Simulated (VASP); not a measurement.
# Ru (P6_3/mmc) in VASP: a series of runs, part 2 of 2

VASP 6.6.1.

## (3) Single point, r2SCAN0

This run uses another cell than the first one, of 13.30 Å³/atom.

Contents of POSCAR:

```
Ru
1.0
    2.6876397213      0.0000000000      0.0000000000
   -1.3438198606      2.3275642749      0.0000000000
    0.0000000000      0.0000000000      4.2531615502
Ru
2
Direct
    0.6666666667      0.3333333333      0.7500000000
    0.3333333333      0.6666666667      0.2500000000
```

Contents of INCAR.step1:

```
  ALGO = Normal
  EDIFF = 1E-5
  ENCUT = 520
  GGA = PE
  ISIF = 2
  ISMEAR = -1
  LASPH = True
  LREAL = False
  LWAVE = True
  NBANDS = 21
  NELM = 60
  PREC = Accurate
  SIGMA = 0.05
```

Contents of INCAR.step2:

```
  AEXX = 0.25
  ALGO = Normal
  EDIFF = 1E-6
  ENCUT = 520
  ISIF = 2
  ISMEAR = -1
  ISTART = 1
  LASPH = True
  LCHARG = True
  LELF = True
  LHFCALC = True
  LMIXTAU = True
  LREAL = False
  LVHAR = True
  LWAVE = False
  METAGGA = R2SCAN
  NBANDS = 21
  NELM = 60
  PREC = Accurate
  PRECFOCK = Normal
  SIGMA = 0.05
```

Contents of KPOINTS:

```
k-points
0
Gamma
  6 6 3
```

Potentials or basis: VASP PAW PBE potentials, release 64 (Ru_pv).

Started as:

```
$ cat potpaw_PBE.64/Ru_pv/POTCAR > POTCAR
$ cp INCAR.step1 INCAR
$ mpirun -np 1 vasp_std > vasp.out
$ cp INCAR.step2 INCAR
$ mpirun -np 1 vasp_std > vasp.out
```

Wall time 19 min (1 thread of Intel Xeon Platinum 8375C at 2.90GHz (Ice Lake), shared host); peak memory 0.17 GiB.

It converged, with:

```yaml
Free_energy: -48.2749 eV
Pressure: -4.8 GPa
Band_gap_on_the_k_mesh: zero (bands 14 and 15 overlap by 4.65 eV)
```

Stress tensor (GPa, compression positive):
```
 -1.57   0.00   0.00
  0.00  -1.57   0.00
  0.00   0.00 -11.19
```

Levels at points of the mesh, in eV from the Fermi level:
```
           k point  band 10  band 11  band 12  band 13  band 14  band 15  band 16  band 17  band 18  band 19
(0.00, 0.00, 0.00)    -3.70    -3.39    -2.91    -2.91    -2.33    -2.33     1.70     1.86     1.86    12.56
(0.50, 0.00, 0.00)    -4.32    -3.06    -2.49    -2.25     2.26     2.71     2.76     5.35     7.71    13.19
```

Caveat: the k points lie up to 0.49 Å⁻¹ apart, too coarse for converged energies and pressures of a metal; the PAW data sets were made with another functional, which shifts forces and pressure a little.

## (4) Single point, r2SCAN0

This run uses another cell than the first one, of 13.57 Å³/atom.

Contents of POSCAR:

```
Ru
1.0
    2.7058000000      0.0000000000      0.0000000000
   -1.3529000000      2.3432915376      0.0000000000
    0.0000000000      0.0000000000      4.2819000000
Ru
2
Direct
    0.6666666667      0.3333333333      0.7500000000
    0.3333333333      0.6666666667      0.2500000000
```

Contents of INCAR.step1:

```
SYSTEM = Ru
PREC = Accurate ; ENCUT = 520
EDIFF = 1E-5 ; ISMEAR = -1
SIGMA = 0.05 ; LREAL = .FALSE.
LASPH = .TRUE. ; NELM = 60
ALGO = Normal ; ISIF = 2
LWAVE = .TRUE. ; LCHARG = .FALSE.
GGA = PE ; NBANDS = 21
```

Contents of INCAR.step2:

```
SYSTEM = Ru
PREC = Accurate ; ENCUT = 520
EDIFF = 1E-6 ; ISMEAR = -1
SIGMA = 0.05 ; LREAL = .FALSE.
LASPH = .TRUE. ; NELM = 60
ALGO = Normal ; ISIF = 2
LWAVE = .FALSE. ; LCHARG = .FALSE.
METAGGA = R2SCAN ; LHFCALC = .TRUE.
AEXX = 0.25 ; LMIXTAU = .TRUE.
PRECFOCK = Normal ; ISTART = 1
NBANDS = 21
```

Contents of KPOINTS:

```
regular mesh
0
G
  6 6 3
  0 0 0
```

Potentials or basis: VASP PAW PBE potentials, release 64 (Ru_pv).

Started as:

```
$ cat potpaw_PBE.64/Ru_pv/POTCAR > POTCAR
$ cp INCAR.step1 INCAR
$ mpirun -np 1 vasp_std > vasp.out
$ cp INCAR.step2 INCAR
$ mpirun -np 1 vasp_std > vasp.out
```

OUTCAR:

```text
SYSTEM = Ru
   PREC = Accurate
   ENCUT = 520
   EDIFF = 1E-6
   ISMEAR = -1
   LREAL = .FALSE.
   LASPH = .TRUE.
   NELM = 60
   ISIF = 2
   METAGGA = R2SCAN
   LHFCALC = .TRUE.
   AEXX = 0.25
   PRECFOCK = Normal
   ISTART = 1

 ion  position               nearest neighbor table
   1  0.667  0.333  0.750-   2 2.65   2 2.65   2 2.65   2 2.65   2 2.65   2 2.65
   2  0.333  0.667  0.250-   1 2.65   1 2.65   1 2.65   1 2.65   1 2.65   1 2.65

[... 525 lines left out ...]

------------------------ aborting loop because EDIFF is reached ----------------------------------------

  FORCE on cell =-STRESS in cart. coord.  units (eV):
  Direction    XX          YY          ZZ          XY          YZ          ZX
  --------------------------------------------------------------------------------------
  -------------------------------------------------------------------------------------
  Total       -1.4471481     -1.4471481     -3.0804219     -0.0000000      0.0000000      0.0000000
  in kB      -85.4014055    -85.4014055   -181.7867614     -0.0000000      0.0000000      0.0000000
  external PRESSURE =    -117.5298575 kB  Pullay stress =       0.0000000 kB

 VOLUME and BASIS-vectors are now :
 -----------------------------------------------------------------------------
  energy-cutoff  :      520.00
  volume of cell :       27.15
      direct lattice vectors                 reciprocal lattice vectors
     2.705800000  0.000000000  0.000000000     0.369576465  0.213375072  0.000000000
    -1.352900000  2.343291538  0.000000000     0.000000000  0.426750144  0.000000000
     0.000000000  0.000000000  4.281900000     0.000000000  0.000000000  0.233541185

 POSITION                                       TOTAL-FORCE (eV/Angst)
 -----------------------------------------------------------------------------------
      1.35290      0.78110      3.21143        -0.000000      0.000000      0.000000
     -0.00000      1.56219      1.07048         0.000000     -0.000000     -0.000000
 -----------------------------------------------------------------------------------
    total drift:                               -0.000000      0.000000      0.000000

  FREE ENERGIE OF THE ION-ELECTRON SYSTEM (eV)
  ---------------------------------------------------
  free  energy   TOTEN  =       -48.2473048032 eV

  energy  without entropy=      -48.2472097658  energy(sigma->0) =      -48.24725728
```

OSZICAR.step1:

```text
N       E                     dE             d eps       ncg     rms          rms(c)
DAV:   1     0.287769739296E+03    0.28777E+03   -0.17456E+04   588   0.148E+03
DAV:   2    -0.138556169535E+02   -0.30163E+03   -0.29157E+03   608   0.444E+02
DAV:   3    -0.196754291199E+02   -0.58198E+01   -0.57923E+01   683   0.691E+01
DAV:   4    -0.197184777076E+02   -0.43049E-01   -0.42959E-01   758   0.562E+00
DAV:   5    -0.197189164079E+02   -0.43870E-03   -0.43739E-03   638   0.586E-01    0.178E+01
DAV:   6    -0.184794252574E+02    0.12395E+01   -0.26855E+00   658   0.161E+01    0.504E+00
DAV:   7    -0.183974030788E+02    0.82022E-01   -0.62077E-01   678   0.567E+00    0.896E-01
DAV:   8    -0.183904479306E+02    0.69551E-02   -0.21380E-02   643   0.119E+00    0.428E-01
DAV:   9    -0.183893585152E+02    0.10894E-02   -0.15434E-03   668   0.427E-01    0.390E-02
DAV:  10    -0.183893610851E+02   -0.25699E-05   -0.13329E-04   668   0.116E-01    0.295E-02
DAV:  11    -0.183893567101E+02    0.43749E-05   -0.98755E-06   369   0.302E-02
   1 F= -.18389357E+02 E0= -.18384036E+02  d E =-.106406E-01
```

Run time: 26 min. Hardware: 1 thread of Intel Xeon Platinum 8375C at 2.90GHz (Ice Lake), shared host; peak memory 0.17 GiB.

Results:

- Free energy: -48.2473 eV
- Pressure: -11.8 GPa
- Band gap on the k mesh: zero (bands 14 and 15 overlap by 4.55 eV)

Stress tensor (GPa, compression positive):
```
 -8.54   0.00   0.00
  0.00  -8.54   0.00
  0.00   0.00 -18.18
```

Caveat: the k points lie up to 0.49 Å⁻¹ apart, too coarse for converged energies and pressures of a metal; the PAW data sets were made with another functional, which shifts forces and pressure a little.

## (5) Overview

```tsv
level	cell	screening parameter	gap on the mesh (eV)	pressure (GPa)
PBE-based screened hybrid with 25 % exact exchange	a = 2.759, b = 2.759, c = 4.366 Å, angles 90.0, 90.0, 120.0°, 2 atoms	0.3 1/Å	none	-23.5
r2SCAN0	a = 2.688, b = 2.688, c = 4.253 Å, angles 90.0, 90.0, 120.0°, 2 atoms	-	none	-4.8
r2SCAN0	a = 2.706, b = 2.706, c = 4.282 Å, angles 90.0, 90.0, 120.0°, 2 atoms	-	none	-11.8
```

Alike in all rows: task single point; potentials or basis VASP PAW PBE potentials, release 64 (Ru_pv); no spin polarisation; k mesh 6 × 6 × 3; cutoff (eV) 520; smearing fermi-dirac 0.05 eV.

Caveats: all runs use coarse meshes; the PAW data sets were made with another functional, which shifts forces and pressure a little.

Absolute energies hang on the potentials; compare differences alone.
